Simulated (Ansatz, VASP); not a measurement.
**Two plane-wave programs on CoSi2**

```xyz
3
Lattice="0.0000 2.6825 2.6825 2.6825 0.0000 2.6825 2.6825 2.6825 0.0000" Properties=species:S:1:pos:R:3 pbc="T T T"
Co    0.0000    0.0000    0.0000
Si    1.3413    1.3413    1.3413
Si    4.0237    4.0237    4.0237
```

Alike in both runs: task single point; functional PBE; k mesh 6 × 6 × 6; occupations methfessel-paxton of order 1, width 0.29 eV; no spin polarisation; Hubbard terms Co d U = 6.4 eV.

|  | VASP | Ansatz |
| --- | --- | --- |
| version | VASP 6.6.1 | Ansatz 0.2.0 |
| potentials or method | VASP PAW PBE potentials, release 64 (Co, Si), cutoff 520 eV | scalar-relativistic, plane waves, PAW |
| valence electrons in the cell | 17 | 25 |

```csv
,VASP,Ansatz,Ansatz less VASP
gap on the k mesh at the Fermi level (eV),none,none,-
pressure (GPa),-8.2,-5.8,+2.33
```

The programs project onto different local orbitals, so the same U acts differently, and such runs can settle in different states. A gap of «none» marks a metal or a gap that the smearing closes. VASP's potentials hold 17 valence electrons a cell and Ansatz's 25, so a difference there can come from the potentials and not from the codes. Ansatz's warnings: filled band counts differ across k points.
